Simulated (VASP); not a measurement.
# NaF in VASP: notebook

Aim: see how the results for NaF move with the level of theory and the settings. Levels: r2SCAN, PBE. Tasks: single point.

All numbers are computed with VASP 6.6.1; they aren't measurements. Logs are shortened: lines on timing, memory, paths and dates and some standing lists are left out, and cuts for length are marked.

### 1 The cell of the first run

It takes space group F-43m (No. 216, cubic). The conventional cell has a = 4.860 Å, b = 4.860 Å, c = 4.860 Å, α = 90.00°, β = 90.00°, γ = 90.00°. Within 2.8 Å of Na (site symmetry -43m) lie 4 F at 2.10 Å. Within 2.8 Å of F (site symmetry -43m) lie 4 Na at 2.10 Å.

### 2 Single point, r2SCAN (strain -4.0%)

POSCAR

```
NaF
1.0
    0.0000000000      2.4300108974      2.4300108974
    2.4300108974      0.0000000000      2.4300108974
    2.4300108974      2.4300108974      0.0000000000
Na F
1 1
Direct
    0.0000000000      0.0000000000      0.0000000000
    0.2500000000      0.2500000000      0.2500000000
```

INCAR.step1

```
SYSTEM = NaF
PREC = Accurate ; ENCUT = 520
ISMEAR = 0 ; SIGMA = 0.01
LREAL = .False. ; LASPH = .True.
NELM = 100 ; NBANDS = 14
GGA = PE ; ALGO = Normal
EDIFF = 1E-4 ; LWAVE = .True.
LCHARG = .False.
```

INCAR.step2

```
SYSTEM = NaF
PREC = Accurate ; ENCUT = 520
EDIFF = 1E-6 ; ISMEAR = 0
SIGMA = 0.01 ; LREAL = .False.
LASPH = .True. ; NELM = 100
ALGO = Normal ; ISIF = 2
LWAVE = .False. ; LCHARG = .False.
METAGGA = R2SCAN ; LMIXTAU = .True.
NBANDS = 14 ; ISTART = 1
```

KPOINTS

```
Automatic mesh
0
Gamma
  8 8 8
  0 0 0
```

Potentials or basis: VASP PAW PBE potentials, release 64 (Na_pv, F).

Started as:

```sh
$ cat potpaw_PBE.64/Na_pv/POTCAR potpaw_PBE.64/F/POTCAR > POTCAR
$ cp INCAR.step1 INCAR
$ mpirun -np 1 vasp_std > vasp.out
$ cp INCAR.step2 INCAR
$ mpirun -np 1 vasp_std > vasp.out
```

OUTCAR:

```text
SYSTEM = NaF
   PREC = Accurate
   ENCUT = 520
   EDIFF = 1E-6
   ISMEAR = 0
   LREAL = .False.
   LASPH = .True.
   NELM = 100
   ISIF = 2
   METAGGA = R2SCAN
   ISTART = 1

 ion  position               nearest neighbor table
   1  0.000  0.000  0.000-   2 2.10   2 2.10   2 2.10   2 2.10
   2  0.250  0.250  0.250-   1 2.10   1 2.10   1 2.10   1 2.10

  LATTYP: Found a face centered cubic cell.
 ALAT       =     4.8600217948

  Lattice vectors:

 A1 = (   0.0000000000,   2.4300108974,   2.4300108974)
 A2 = (   2.4300108974,   0.0000000000,   2.4300108974)
 A3 = (   2.4300108974,   2.4300108974,   0.0000000000)

Analysis of symmetry for initial positions (statically):
=====================================================================
 Subroutine PRICEL returns:
 Original cell was already a primitive cell.

 Routine SETGRP: Setting up the symmetry group for a
 face centered cubic supercell.

 Subroutine GETGRP returns: Found 24 space group operations
 (whereof 24 operations were pure point group operations)
 out of a pool of 48 trial point group operations.

The static configuration has the point symmetry T_d .

Analysis of symmetry for dynamics (positions and initial velocities):
=====================================================================
 Subroutine PRICEL returns:
 Original cell was already a primitive cell.

 Routine SETGRP: Setting up the symmetry group for a
 face centered cubic supercell.

 Subroutine GETGRP returns: Found 24 space group operations
 (whereof 24 operations were pure point group operations)
 out of a pool of 48 trial point group operations.

The dynamic configuration has the point symmetry T_d .

 Subroutine INISYM returns: Found 24 space group operations
 (whereof 24 operations are pure point group operations),
 and found     1 'primitive' translations

----------------------------------------------------------------------------------------

                                     Primitive cell

  volume of cell :      28.6982

  direct lattice vectors                    reciprocal lattice vectors
     0.000000000  2.430010897  2.430010897    -0.205760394  0.205760394  0.205760394
     2.430010897  0.000000000  2.430010897     0.205760394 -0.205760394  0.205760394
     2.430010897  2.430010897  0.000000000     0.205760394  0.205760394 -0.205760394

  length of vectors
     3.436554368  3.436554368  3.436554368     0.356387457  0.356387457  0.356387457

  position of ions in fractional coordinates (direct lattice)
     0.000000000  0.000000000  0.000000000
     0.250000000  0.250000000  0.250000000

  ion indices of the primitive-cell ions
   primitive index   ion index
                 1           1
                 2           2

----------------------------------------------------------------------------------------

 KPOINTS: Automatic mesh

Automatic generation of k-mesh.
 Grid dimensions read from file:
 generate k-points for:    8    8    8

 Generating k-lattice:

  Cartesian coordinates                     Fractional coordinates (reciprocal lattice)
    -0.025720049  0.025720049  0.025720049     0.125000000  0.000000000  0.000000000
     0.025720049 -0.025720049  0.025720049     0.000000000  0.125000000  0.000000000
     0.025720049  0.025720049 -0.025720049     0.000000000  0.000000000  0.125000000

  Length of vectors
     0.044548432  0.044548432  0.044548432

  Shift w.r.t. Gamma in fractional coordinates (k-lattice)
     0.000000000  0.000000000  0.000000000

 Subroutine IBZKPT returns following result:
 ===========================================

 Found     29 irreducible k-points:

 Following reciprocal coordinates:
            Coordinates               Weight
  0.000000  0.000000  0.000000      1.000000
  0.125000  0.000000  0.000000      8.000000
  0.250000  0.000000  0.000000      8.000000
  0.375000  0.000000  0.000000      8.000000
  0.500000  0.000000  0.000000      4.000000
  0.125000  0.125000  0.000000      6.000000
[... 16 lines left out ...]
  0.500000  0.250000  0.125000     48.000000
 -0.375000  0.250000  0.125000     24.000000
 [... further k-points ...]
   k-points           NKPTS =     29   k-points in BZ     NKDIM =     29   number of bands    NBANDS=     14
   number of dos      NEDOS =    301   number of ions     NIONS =      2
   total plane-waves  NPLWV =  21952
   dimension x,y,z NGX =    28 NGY =   28 NGZ =   28
   dimension x,y,z NGXF=    56 NGYF=   56 NGZF=   56
   ions per type =               1   1
   NGX,Y,Z   is equivalent  to a cutoff of  13.55, 13.55, 13.55 a.u.
   NGXF,Y,Z  is equivalent  to a cutoff of  27.09, 27.09, 27.09 a.u.
 SYSTEM =  NaF
   PREC   = accura    normal or accurate (medium, high low for compatibility)
   ISTART =      1    job   : 0-new  1-cont  2-samecut
   ICHARG =      0    charge: 1-file 2-atom 10-const
   ISPIN  =      1    spin polarized calculation?
   LNONCOLLINEAR =      F non collinear calculations
   LSORBIT =      F    spin-orbit coupling
   LASPH  =      T    aspherical Exc in radial PAW
   ENCUT  =  520.0 eV  38.22 Ry    6.18 a.u.   6.39  6.39  6.39*2*pi/ulx,y,z
   NELM   =    100;   NELMIN=  2; NELMDL=  0     # of ELM steps
   EDIFF  = 0.1E-05   stopping-criterion for ELM
   LREAL  =      F    real-space projection
   EDIFFG = 0.1E-04   stopping-criterion for IOM
   NSW    =      0    number of steps for IOM
   IBRION =     -1    ionic relax: 0-MD 1-quasi-New 2-CG
   NFREE  =      0    steps in history (QN), initial steepest desc. (CG)
   ISIF   =      2    stress and relaxation
   ISYM   =      2    0-nonsym 1-usesym 2-fastsym
   POTIM  = 0.5000    time-step for ionic-motion
   TEBEG  =    0.0;   TEEND  =   0.0 temperature during run
   PSTRESS=    0.0 pullay stress
   NELECT =      14.0000    total number of electrons
   NUPDOWN=      -1.0000    fix difference up-down
   EMIN   =  10.00;   EMAX   =-10.00  energy-range for DOS
   EFERMI =   0.00;   METHOD = LEGACY
   ISMEAR =     0;   SIGMA  =   0.01  broadening in eV -4-tet -1-fermi 0-gaus
   EFERMI_NEDOS =   21; number of points for ismear=-14 and -15
   IALGO  =     38    algorithm
   IMIX   =      4    mixing-type and parameters
     AMIX     =   0.40;   BMIX     =  1.00
     AMIX_MAG =   1.60;   BMIX_MAG =  1.00
  volume/ion in A,a.u.               =      14.35        96.83
  Fermi-wavevector in a.u.,A,eV,Ry     =   1.288742  2.435369 22.597314  1.660856
  Thomas-Fermi vector in A             =   2.420677
   LORBIT       =      0    0 simple, 1 ext, 2 COOP (PROOUT), +10 PAW based schemes
   METAGGA = R2SCAN    functional components
   LHFCALC =     F    Hartree Fock is set to
   AEXX    =    0.0000 exact exchange contribution
   IVDW    =     0    specifies the selected vdW correction
   LEPSILON=     F    determine dielectric tensor
   LRPA    =     F    only Hartree local field effects (RPA)
 non-spin polarized calculation
 Gauss-broadening in eV      SIGMA  =   0.01
  energy-cutoff  :      520.00
  volume of cell :       28.70
 maximum number of plane-waves:       784
 NGX is ok and might be reduce to    28
   NGX = 13   NGY = 13   NGZ = 13

 number of electron      14.0000012 magnetization

 Free energy of the ion-electron system (eV)
  ---------------------------------------------------
  ext. energy  EPLUGINS =         0.00000000
  ---------------------------------------------------
  free energy    TOTEN  =       -12.26257988 eV

  energy without entropy =      -12.26257988  energy(sigma->0) =      -12.26257988

 E-fermi :  -3.5834     XC(G=0):  -8.8184

 val. band max:       -3.6401126472   @ k =  -0.1250   0.1250   0.0000
 cond. band min:       3.0562775743   @ k =   0.0000   0.0000   0.0000
 fundamental gap:      6.6963902216
 Fermi energy:        -3.5833682363

 k-point     1 :       0.0000    0.0000    0.0000
  band No.  band energies     occupation
      1     -23.6136      2.00000
      2     -22.6174      2.00000
      3     -22.6171      2.00000
      4     -22.6171      2.00000
      5      -3.6435      2.00000
      6      -3.6435      2.00000
      7      -3.6435      2.00000
      8       3.0563      0.00000
      9      18.1572      0.00000
     10      18.1572      0.00000
     11      18.1572      0.00000
     12      19.5535      0.00000
     13      19.5535      0.00000
     14      19.5539      0.00000

 k-point     2 :       0.1250    0.0000    0.0000
  band No.  band energies     occupation
      1     -23.7002      2.00000
      2     -22.6200      2.00000
      3     -22.6198      2.00000
      4     -22.5207      2.00000
      5      -3.8196      2.00000
      6      -3.6471      2.00000
      7      -3.6471      2.00000
      8       3.5161      0.00000
      9      15.9407      0.00000
     10      17.4562      0.00000
     11      17.4564      0.00000
     12      19.4160      0.00000
     13      19.4166      0.00000
     14      19.4351      0.00000

 k-point     3 :       0.2500    0.0000    0.0000
  band No.  band energies     occupation
      1     -23.8623      2.00000
      2     -22.6264      2.00000
      3     -22.6261      2.00000
      4     -22.3340      2.00000
      5      -4.1779      2.00000
      6      -3.6561      2.00000
      7      -3.6560      2.00000
      8       4.6925      0.00000
      9      13.1222      0.00000
     10      16.3643      0.00000
     11      16.3645      0.00000
     12      19.0708      0.00000
     13      19.9934      0.00000
     14      19.9940      0.00000

 k-point     4 :       0.3750    0.0000    0.0000
  band No.  band energies     occupation
      1     -23.9890      2.00000
      2     -22.6328      2.00000
      3     -22.6325      2.00000
      4     -22.1838      2.00000
      5      -4.4687      2.00000
      6      -3.6653      2.00000
      7      -3.6653      2.00000
      8       6.2511      0.00000
      9      10.6325      0.00000
     10      15.6370      0.00000
     11      15.6371      0.00000
     12      19.0396      0.00000
     13      20.7531      0.00000
     14      20.7538      0.00000

 k-point     5 :       0.5000    0.0000    0.0000
  band No.  band energies     occupation
      1     -24.0352      2.00000
      2     -22.6354      2.00000
      3     -22.6351      2.00000
      4     -22.1286      2.00000
      5      -4.5744      2.00000
      6      -3.6692      2.00000
      7      -3.6692      2.00000
      8       7.5531      0.00000
      9       9.0279      0.00000
     10      15.3892      0.00000
     11      15.3894      0.00000
[... 276 lines left out ...]
 k-point    22 :       0.3750    0.2500    0.1250
  band No.  band energies     occupation
      1     -23.9546      2.00000
      2     -22.6515      2.00000
      3     -22.6349      2.00000
      4     -22.1995      2.00000
      5      -4.2576      2.00000
      6      -3.7819      2.00000
      7      -3.6819      2.00000
      8       5.5292      0.00000
      9      12.2714      0.00000
     10      14.4948      0.00000
     11      15.9170      0.00000
     12      18.7357      0.00000
     13      21.2646      0.00000
     14      21.5875      0.00000

 k-point    23 :       0.5000    0.2500    0.1250
  band No.  band energies     occupation
      1     -24.0404      2.00000
      2     -22.6689      2.00000
      3     -22.6421      2.00000
      4     -22.0812      2.00000
      5      -4.3660      2.00000
      6      -3.8777      2.00000
      7      -3.7028      2.00000
      8       6.8109      0.00000
      9      10.6814      0.00000
     10      13.5757      0.00000
     11      15.4060      0.00000
     12      19.5705      0.00000
     13      21.0188      0.00000
     14      22.5105      0.00000

 k-point    24 :      -0.3750    0.2500    0.1250
  band No.  band energies     occupation
      1     -24.0722      2.00000
      2     -22.6757      2.00000
      3     -22.6457      2.00000
      4     -22.0357      2.00000
      5      -4.3985      2.00000
      6      -3.9189      2.00000
      7      -3.7153      2.00000
      8       7.7461      0.00000
      9       9.5957      0.00000
     10      13.3302      0.00000
     11      15.2280      0.00000
     12      19.9421      0.00000
     13      20.8140      0.00000
     14      23.3628      0.00000

 [... further k-points ...]
[... 5 lines left out ...]
  --------------------------------------------------------------------------------------
  -------------------------------------------------------------------------------------
  Total        1.0456701      1.0456701      1.0456701      0.0000000      0.0000000     -0.0000000
  in kB       58.3781897     58.3781897     58.3781897      0.0000000      0.0000000     -0.0000000
  external PRESSURE =      58.3781897 kB  Pullay stress =       0.0000000 kB

 VOLUME and BASIS-vectors are now :
 -----------------------------------------------------------------------------
  energy-cutoff  :      520.00
  volume of cell :       28.70
      direct lattice vectors                 reciprocal lattice vectors
     0.000000000  2.430010897  2.430010897    -0.205760394  0.205760394  0.205760394
     2.430010897  0.000000000  2.430010897     0.205760394 -0.205760394  0.205760394
     2.430010897  2.430010897  0.000000000     0.205760394  0.205760394 -0.205760394

 POSITION                                       TOTAL-FORCE (eV/Angst)
 -----------------------------------------------------------------------------------
      0.00000      0.00000      0.00000        -0.000000      0.000000     -0.000000
      1.21501      1.21501      1.21501         0.000000     -0.000000      0.000000
 -----------------------------------------------------------------------------------
    total drift:                               -0.000023     -0.000023     -0.000023

  FREE ENERGIE OF THE ION-ELECTRON SYSTEM (eV)
  ---------------------------------------------------
  free  energy   TOTEN  =       -12.2625798785 eV

  energy  without entropy=      -12.2625798785  energy(sigma->0) =      -12.26257988
```

Run time: 44 s. Hardware: 1 thread of Intel Xeon Platinum 8488C (Sapphire Rapids), shared host; peak memory 0.15 GiB.

What came out:

| Item | Value |
| --- | --- |
| Free energy | -12.2626 eV |
| Pressure | 5.8 GPa |
| Band gap on the k mesh | 6.70 eV, indirect (the least direct gap lies 3.4 meV higher) |

Caveat: the cell differs from its parent crystal (strain -4.0%); the PAW data sets were made with another functional, which shifts forces and pressure a little.

[end of part 1 of 2]
